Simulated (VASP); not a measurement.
A run of VASP 6.6.1 is set up as follows.

The input INCAR:

```
  PREC = Accurate
  ENCUT = 520
  EDIFF = 1E-7
  ISMEAR = 0
  SIGMA = 0.05
  LREAL = False
  LASPH = True
  NELM = 100
  ALGO = Normal
  ISIF = 2
  LWAVE = False
  LCHARG = False
  GGA = CA
  NBANDS = 18
```

File KPOINTS:

```
Automatic mesh
0
Gamma
  9 9 6
```

POSCAR

```
LiF
1.0
    2.9260227016      0.0000000000      0.0000000000
   -1.4630113508      2.5340099917      0.0000000000
    0.0000000000      0.0000000000      4.8364229235
Li F
2 2
Direct
    0.3333333333      0.6666666667      0.3839784076
    0.6666666667      0.3333333333      0.8839784076
    0.3333333333      0.6666666667      0.9910195924
    0.6666666667      0.3333333333      0.4910195924
```

Potentials or basis: VASP PAW LDA potentials, release 64 (Li_sv, F).

Launch:

```bash
$ cat potpaw_LDA.64/Li_sv/POTCAR potpaw_LDA.64/F/POTCAR > POTCAR
$ mpirun -np 1 vasp_std > vasp.out
```

Problem. What does it give for the band gap on the k mesh?

Solution. 8.08 eV.

Problem. Estimate the largest force.

Solution. 0.312 eV/Å.

Forces in eV/Å, atoms in the order of the input:
```
Li   0.000  0.000 -0.312
Li   0.000  0.000 -0.312
F    0.000  0.000  0.312
F    0.000  0.000  0.312
```

 A k mesh can miss the band edges.
